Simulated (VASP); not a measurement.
# In3GaP4 (P-43m) in VASP: relaxation of cell and atoms with PBEsol

Aim: the relaxation of cell and atoms of In3GaP4 with PBEsol.

Program: VASP 6.6.1. These are calculated values, not measurements. Logs are shortened: lines on timing, memory, paths and dates and some standing lists are left out, and cuts for length are marked.

## Step 1: The cell of the first run

Symmetry: P-43m, No. 215, cubic system. The conventional cell has a = 5.769 Å, b = 5.769 Å, c = 5.769 Å, α = 90.00°, β = 90.00°, γ = 90.00°. Within 3.3 Å of In (site symmetry -42m) lie 4 P at 2.50 Å. Within 3.3 Å of Ga (site symmetry -43m) lie 4 P at 2.50 Å. Within 3.3 Å of P (site symmetry 3m) lie 3 In at 2.50 Å and 1 Ga at 2.50 Å.

## Step 2: Relaxation of cell and atoms, PBEsol

INCAR reads:

```
SYSTEM = In3GaP4
PREC = Accurate
ENCUT = 600
EDIFF = 1E-7
ISMEAR = 0
SIGMA = 0.01
LREAL = .FALSE.
LASPH = .TRUE.
NELM = 100
ALGO = Normal
ISIF = 3
LWAVE = .FALSE.
LCHARG = .FALSE.
GGA = PS
IBRION = 2
NSW = 80
EDIFFG = -0.015
```

KPOINTS reads:

```
Automatic mesh
0
G
  6 6 6
  0 0 0
```

POSCAR reads:

```
In3GaP4
1.0
    5.7685611604      0.0000000000      0.0000000000
    0.0000000000     -5.7685611604      0.0000000000
    0.0000000000      0.0000000000     -5.7685611604
In Ga P
3 1 4
Direct
    0.0000000000      1.0000000000      1.0000000000
    0.5000000000      0.5000000000      1.0000000000
    0.5000000000      1.0000000000      0.5000000000
    0.0000000000      0.5000000000      0.5000000000
    0.2500000000      0.2500000000      0.2500000000
    0.7500000000      0.7500000000      0.2500000000
    0.7500000000      0.2500000000      0.7500000000
    0.2500000000      0.7500000000      0.7500000000
```

Potentials or basis: VASP PAW PBE potentials, release 64 (In_d, Ga_d, P).

On the command line:

```console
cat potpaw_PBE.64/In_d/POTCAR potpaw_PBE.64/Ga_d/POTCAR potpaw_PBE.64/P/POTCAR > POTCAR
mpirun -np 1 vasp_std > vasp.out
```

OUTCAR:

```text
SYSTEM = In3GaP4
   PREC = Accurate
   ENCUT = 600
   EDIFF = 1E-7
   ISMEAR = 0
   LREAL = .FALSE.
   LASPH = .TRUE.
   NELM = 100
   ISIF = 3
   GGA = PS
   IBRION = 2
   NSW = 80
   EDIFFG = -0.015

 ion  position               nearest neighbor table
   1  0.000  0.000  0.000-   5 2.50   6 2.50   7 2.50   8 2.50
   2  0.500  0.500  0.000-   5 2.50   6 2.50   7 2.50   8 2.50
   3  0.500  0.000  0.500-   5 2.50   6 2.50   7 2.50   8 2.50
   4  0.000  0.500  0.500-   5 2.50   6 2.50   7 2.50   8 2.50
   5  0.250  0.250  0.250-   1 2.50   2 2.50   3 2.50   4 2.50
   6  0.750  0.750  0.250-   1 2.50   2 2.50   3 2.50   4 2.50
   7  0.750  0.250  0.750-   1 2.50   2 2.50   3 2.50   4 2.50
   8  0.250  0.750  0.750-   1 2.50   2 2.50   3 2.50   4 2.50

  LATTYP: Found a simple cubic cell.
 ALAT       =     5.7685611604

  Lattice vectors:

 A1 = (   5.7685611604,   0.0000000000,   0.0000000000)
 A2 = (   0.0000000000,  -5.7685611604,   0.0000000000)
 A3 = (   0.0000000000,   0.0000000000,  -5.7685611604)

Analysis of symmetry for initial positions (statically):
=====================================================================
 Subroutine PRICEL returns:
 Original cell was already a primitive cell.

 Routine SETGRP: Setting up the symmetry group for a
 simple cubic supercell.

 Subroutine GETGRP returns: Found 24 space group operations
 (whereof  8 operations were pure point group operations)
 out of a pool of 48 trial point group operations.

The static configuration has the point symmetry D_2d.
 The point group associated with its full space group is T_d .

Analysis of symmetry for dynamics (positions and initial velocities):
=====================================================================
 Subroutine PRICEL returns:
 Original cell was already a primitive cell.

 Routine SETGRP: Setting up the symmetry group for a
 simple cubic supercell.

 Subroutine GETGRP returns: Found 24 space group operations
 (whereof  8 operations were pure point group operations)
 out of a pool of 48 trial point group operations.

The dynamic configuration has the point symmetry D_2d.
 The point group associated with its full space group is T_d .

 Subroutine INISYM returns: Found 24 space group operations
 (whereof  8 operations are pure point group operations),
 and found     1 'primitive' translations

----------------------------------------------------------------------------------------

                                     Primitive cell

  volume of cell :     191.9564

  direct lattice vectors                    reciprocal lattice vectors
     5.768561160  0.000000000  0.000000000     0.173353454  0.000000000  0.000000000
     0.000000000 -5.768561160  0.000000000     0.000000000 -0.173353454  0.000000000
     0.000000000  0.000000000 -5.768561160     0.000000000  0.000000000 -0.173353454

  length of vectors
     5.768561160  5.768561160  5.768561160     0.173353454  0.173353454  0.173353454

  position of ions in fractional coordinates (direct lattice)
     0.000000000  0.000000000  0.000000000
     0.500000000  0.500000000  0.000000000
     0.500000000  0.000000000  0.500000000
     0.000000000  0.500000000  0.500000000
     0.250000000  0.250000000  0.250000000
     0.750000000  0.750000000  0.250000000
     0.750000000  0.250000000  0.750000000
     0.250000000  0.750000000  0.750000000

  ion indices of the primitive-cell ions
   primitive index   ion index
                 1           1
                 2           2
                 3           3
                 4           4
                 5           5
                 6           6
                 7           7
                 8           8

----------------------------------------------------------------------------------------

 KPOINTS: Automatic mesh

Automatic generation of k-mesh.
 Grid dimensions read from file:
 generate k-points for:    6    6    6

 Generating k-lattice:

  Cartesian coordinates                     Fractional coordinates (reciprocal lattice)
     0.028892242  0.000000000  0.000000000     0.166666667  0.000000000  0.000000000
     0.000000000 -0.028892242  0.000000000     0.000000000  0.166666667  0.000000000
     0.000000000  0.000000000 -0.028892242     0.000000000  0.000000000  0.166666667

  Length of vectors
     0.028892242  0.028892242  0.028892242

  Shift w.r.t. Gamma in fractional coordinates (k-lattice)
     0.000000000  0.000000000  0.000000000

 Subroutine IBZKPT returns following result:
 ===========================================

 Found     20 irreducible k-points:

 Following reciprocal coordinates:
            Coordinates               Weight
  0.000000  0.000000  0.000000      1.000000
  0.166667  0.000000  0.000000      6.000000
  0.333333  0.000000  0.000000      6.000000
  0.500000  0.000000  0.000000      3.000000
  0.166667  0.166667  0.000000     12.000000
  0.333333  0.166667  0.000000     24.000000
[... 12 lines left out ...]
  0.500000  0.500000  0.333333      6.000000
  0.500000  0.500000  0.500000      1.000000
   k-points           NKPTS =     20   k-points in BZ     NKDIM =     20   number of bands    NBANDS=     43
   number of dos      NEDOS =    301   number of ions     NIONS =      8
   total plane-waves  NPLWV = 110592
   dimension x,y,z NGX =    48 NGY =   48 NGZ =   48
   dimension x,y,z NGXF=    96 NGYF=   96 NGZF=   96
   ions per type =               3   1   4
   NGX,Y,Z   is equivalent  to a cutoff of  13.83, 13.83, 13.83 a.u.
   NGXF,Y,Z  is equivalent  to a cutoff of  27.67, 27.67, 27.67 a.u.
 SYSTEM =  In3GaP4
   PREC   = accura    normal or accurate (medium, high low for compatibility)
   ISTART =      0    job   : 0-new  1-cont  2-samecut
   ICHARG =      2    charge: 1-file 2-atom 10-const
   ISPIN  =      1    spin polarized calculation?
   LNONCOLLINEAR =      F non collinear calculations
   LSORBIT =      F    spin-orbit coupling
   LASPH  =      T    aspherical Exc in radial PAW
   ENCUT  =  600.0 eV  44.10 Ry    6.64 a.u.  11.52 11.52 11.52*2*pi/ulx,y,z
   NELM   =    100;   NELMIN=  2; NELMDL= -5     # of ELM steps
   EDIFF  = 0.1E-06   stopping-criterion for ELM
   LREAL  =      F    real-space projection
   EDIFFG = -.1E-01   stopping-criterion for IOM
   NSW    =     80    number of steps for IOM
   IBRION =      2    ionic relax: 0-MD 1-quasi-New 2-CG
   NFREE  =      1    steps in history (QN), initial steepest desc. (CG)
   ISIF   =      3    stress and relaxation
   ISYM   =      2    0-nonsym 1-usesym 2-fastsym
   POTIM  = 0.5000    time-step for ionic-motion
   TEBEG  =    0.0;   TEEND  =   0.0 temperature during run
   PSTRESS=    0.0 pullay stress
   NELECT =      72.0000    total number of electrons
   NUPDOWN=      -1.0000    fix difference up-down
   EMIN   =  10.00;   EMAX   =-10.00  energy-range for DOS
   EFERMI =   0.00;   METHOD = LEGACY
   ISMEAR =     0;   SIGMA  =   0.01  broadening in eV -4-tet -1-fermi 0-gaus
   EFERMI_NEDOS =   21; number of points for ismear=-14 and -15
   IALGO  =     38    algorithm
   IMIX   =      4    mixing-type and parameters
     AMIX     =   0.40;   BMIX     =  1.00
     AMIX_MAG =   1.60;   BMIX_MAG =  1.00
  volume/ion in A,a.u.               =      23.99       161.92
  Fermi-wavevector in a.u.,A,eV,Ry     =   1.180642  2.231090 18.965366  1.393915
  Thomas-Fermi vector in A             =   2.316930
   LORBIT       =      0    0 simple, 1 ext, 2 COOP (PROOUT), +10 PAW based schemes
   GGA     = PS    functional components
   LHFCALC =     F    Hartree Fock is set to
   AEXX    =    0.0000 exact exchange contribution
   IVDW    =     0    specifies the selected vdW correction
   LEPSILON=     F    determine dielectric tensor
   LRPA    =     F    only Hartree local field effects (RPA)
 conjugate gradient relaxation of ions
 non-spin polarized calculation
 Gauss-broadening in eV      SIGMA  =   0.01
  energy-cutoff  :      600.00
  volume of cell :      191.96
 maximum number of plane-waves:      6432
 NGX is ok and might be reduce to    48
   NGX = 23   NGY = 23   NGZ = 23

--------------------------------------- Ionic step        1  -------------------------------------------

 number of electron      72.0000016 magnetization

 Free energy of the ion-electron system (eV)
  ---------------------------------------------------
  ext. energy  EPLUGINS =         0.00000000
  ---------------------------------------------------
  free energy    TOTEN  =       -37.00503114 eV

  energy without entropy =      -37.00503114  energy(sigma->0) =      -37.00503114

------------------------ aborting loop because EDIFF is reached ----------------------------------------

  FORCE on cell =-STRESS in cart. coord.  units (eV):
  Direction    XX          YY          ZZ          XY          YZ          ZX
  --------------------------------------------------------------------------------------
  -------------------------------------------------------------------------------------
  Total        0.8270836      0.8270836      0.8270836      0.0000000      0.0000000     -0.0000000
  in kB        6.9033118      6.9033118      6.9033118      0.0000000      0.0000000     -0.0000000
  external PRESSURE =       6.9033118 kB  Pullay stress =       0.0000000 kB
[... 195 lines left out ...]
  energy  without entropy=      -37.2672768199  energy(sigma->0) =      -37.26727682

--------------------------------------- Ionic step        6  -------------------------------------------

 number of electron      72.0000016 magnetization

 Free energy of the ion-electron system (eV)
  ---------------------------------------------------
  ext. energy  EPLUGINS =         0.00000000
  ---------------------------------------------------
  free energy    TOTEN  =       -37.26740034 eV

  energy without entropy =      -37.26740034  energy(sigma->0) =      -37.26740034

 E-fermi :   4.9935     XC(G=0):  -9.5925

 val. band max:        4.9437337195   @ k =   0.0000   0.0000   0.0000
 cond. band min:       5.7098560259   @ k =   0.0000   0.0000   0.0000
 fundamental gap:      0.7661223064
 Fermi energy:         4.9934627044

 k-point     1 :       0.0000    0.0000    0.0000
  band No.  band energies     occupation
      1      -9.6385      2.00000
      2      -9.6385      2.00000
      3      -9.6385      2.00000
      4      -9.5374      2.00000
      5      -9.5374      2.00000
      6      -9.3009      2.00000
[... 944 lines left out ...]
  FREE ENERGIE OF THE ION-ELECTRON SYSTEM (eV)
  ---------------------------------------------------
  free  energy   TOTEN  =       -37.2674003359 eV

  energy  without entropy=      -37.2674003359  energy(sigma->0) =      -37.26740034

 reached required accuracy - stopping structural energy minimisation
```

Wall time 15 min (1 thread of AMD EPYC 7R13 (Zen 3), shared host); peak memory 0.42 GiB.

Results:

| Quantity | Value |
| --- | --- |
| Free energy | -37.2674 eV |
| Relaxed volume | 23.99 Å³/atom |
| Relaxed cell | a = 5.768 Å, b = 5.768 Å, c = 5.768 Å, α = 90.00°, β = 90.00°, γ = 90.00° |
| Space group after relaxing (to 0.1 Å) | P-43m (No. 215) |
| Energy gained by relaxing | 32.8 meV/atom |
| Ionic steps | 6 |
| Pressure after relaxing | 0.0 GPa |
| Band gap on the k mesh | 0.77 eV |

Step by step:
```tsv
step	energy change (eV)	largest force (eV/Å)	pressure (GPa)	volume (Å³)
1	0.0000	1.1412	0.69	191.96
2	-0.1886	0.5765	-0.80	194.84
3	-0.2300	0.1550	-1.68	196.92
4	-0.2538	0.1276	0.83	189.60
5	-0.2622	0.0243	-0.06	192.02
6	-0.2624	0.0024	-0.01	191.90
```

Final structure:
```
In Ga P
1.0
     5.76796    0.00000    0.00000
     0.00000   -5.76796    0.00000
     0.00000    0.00000   -5.76796
In Ga P
3 1 4
Direct
  0.00000 0.00000 0.00000
  0.50000 0.50000 0.00000
  0.50000 0.00000 0.50000
  0.00000 0.50000 0.50000
  0.23897 0.26103 0.26103
  0.76103 0.73897 0.26103
  0.76103 0.26103 0.73897
  0.23897 0.73897 0.73897
```

Caveat: the PAW data sets were made with another functional, which shifts forces and pressure a little; spin-orbit coupling is left out, which moves the levels of the heavy elements. A k mesh can miss the band edges.
